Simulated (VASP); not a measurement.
Wanted: the native input for a VASP 6.6.1 run.

| Quantity | Value |
| --- | --- |
| Task | single point |
| Functional | PBE |
| Potentials or basis | VASP PAW PBE potentials, release 64 (Ni_sv_GW, Si) |
| Cutoff | 690 eV |
| k mesh | 7 × 7 × 7 |
| Occupations | fermi-dirac, width 0.05 eV |
| Spin | collinear spin, ferromagnetic start |
| Starting moments | [1.5, 0.0, 0.0] μB |
| Fixed moment | 1.5 μB |
| Dipole correction | no |
| Further INCAR settings | ALGO = Normal; EDIFF = 1e-06; NBANDS = 24 |

The structure of Si2Ni lies in POSCAR:

```
Si2Ni
1.0
    0.0000000000      2.7030000000      2.7030000000
    2.7030000000      0.0000000000      2.7030000000
    2.7030000000      2.7030000000      0.0000000000
Ni Si
1 2
Direct
    0.0000000000      0.0000000000      0.0000000000
    0.7500000000      0.7500000000      0.7500000000
    0.2500000000      0.2500000000      0.2500000000
```

One way to write it, as run:

INCAR

```
ALGO     = Normal         # electronic algorithm
EDIFF    = 1E-6           # SCF threshold, eV
ENCUT    = 690            # plane-wave cutoff, eV
GGA      = PE             # functional
GGA_COMPAT= False        
ISIF     = 2              # what is computed and relaxed
ISMEAR   = -1             # smearing method
ISPIN    = 2              # spin polarisation
LASPH    = True           # aspherical terms in the spheres
LCHARG   = False          # write CHGCAR
LMAXMIX  = 4              # l up to which the mixer works
LORBIT   = 11             # projections on sites
LREAL    = False          # projectors in reciprocal space
LWAVE    = False          # write WAVECAR
MAGMOM   = 1.5 0 0        # initial moments
NBANDS   = 24             # bands
NELM     = 200            # most SCF steps
NUPDOWN  = 1.5            # fixed moment
PREC     = Accurate       # precision mode
SIGMA    = 0.05           # smearing width, eV
```

KPOINTS

```
k-points
0
Gamma
  7 7 7
```

Potentials or basis: VASP PAW PBE potentials, release 64 (Ni_sv_GW, Si).

Run with:

```console
$ cat potpaw_PBE.64/Ni_sv_GW/POTCAR potpaw_PBE.64/Si/POTCAR > POTCAR
$ mpirun -np 1 vasp_std > vasp.out
```

It gave:

| Item | Value |
| --- | --- |
| Pressure | 10.3 GPa |
| Net moment | 1.50 μB per cell |
| Site moments | Ni +0.62; Si +0.19 μB |
| Valence electrons inside the program's atomic spheres | Ni 16.58; Si 1.60 |

Caveat: the cell stands under pressure; the total moment is fixed, so each spin has its own Fermi level and the state may be an excited one.

Run time: 76 s on 1 thread of AMD EPYC 9R45 96-Core Processor (Zen 5), on a shared host, peak memory 0.24 GiB.
